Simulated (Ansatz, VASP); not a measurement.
**One calculation of Ag, two programs**

The input INCAR:

```
PREC = Accurate
ENCUT = 520
EDIFF = 1E-6
ISMEAR = -1
SIGMA = 0.08
LREAL = F
LASPH = T
NELM = 80
ALGO = Normal
ISIF = 2
LWAVE = F
LCHARG = F
GGA = PE
NBANDS = 30
```

The input KPOINTS:

```
regular mesh
0
Gamma
  14 14 4
```

Contents of POSCAR:

```
Ag
1.0
    2.9439228868      0.0000000000      0.0000000000
   -1.4719614434      2.5495120068      0.0000000000
    0.0000000000      0.0000000000     10.0000000000
Ag
4
Direct
    0.3333333333      0.6666666667      0.2500000000
    0.6666666667      0.3333333333      0.7500000000
    0.0000000000      0.0000000000      0.0000000000
    0.0000000000      0.0000000000      0.5000000000
```

Input for Ansatz:

```yaml
crystal:
  lattice:
    - [2.9439228868, 0.0, 0.0]
    - [-1.4719614434, 2.5495120068, 0.0]
    - [0.0, 0.0, 10.0]
  atoms:
    - { symbol: Ag, position: [0.3333333333, 0.6666666667, 0.25] }
    - { symbol: Ag, position: [0.6666666667, 0.3333333333, 0.75] }
    - { symbol: Ag, position: [0.0, 0.0, 0.0] }
    - { symbol: Ag, position: [0.0, 0.0, 0.5] }
kpoints:
  mp_grid: { grid: [14, 14, 4] }
  band_path:
    path:
      - [0.0, 0.0, 0.0]
      - [0.5, 0.0, 0.0]
      - [0.3333333333, 0.3333333333, 0.0]
      - [0.0, 0.0, 0.0]
      - [0.0, 0.0, 0.5]
      - [0.5, 0.0, 0.5]
      - [0.3333333333, 0.3333333333, 0.5]
      - [0.0, 0.0, 0.5]
      - [0.5, 0.0, 0.5]
    npoints: 5
scf:
  occupations: { method: fermi_dirac, width: 0.08 }
hamiltonian:
  xc: pbe
  pseudopotentials: { kind: all_electron, lapw: { basis_error: 0.0005 } }
output:
  forces: true
  stress: true
  eigenvalues: true
```

Change from the starting cell: equal xx and yy strain of +2 %.

Alike in both runs: task single point; functional PBE; k mesh 14 × 14 × 4; occupations fermi-dirac, width 0.08 eV; no spin polarisation.

```csv
,VASP,Ansatz
version,VASP 6.6.1,Ansatz 0.2.0
potentials or method,"VASP PAW PBE potentials, release 64 (Ag), cutoff 520 eV","all-electron LAPW, scalar-relativistic"
```

|  | VASP | Ansatz | Ansatz less VASP |
| --- | --- | --- | --- |
| pressure (GPa) | -3.7 | -3.7 | +0.07 |
| traceless stress, the component that is largest in VASP (GPa) | -1.84 | -1.84 | -0.007 |

Ansatz ran all-electron here, and VASP with PAW potentials.
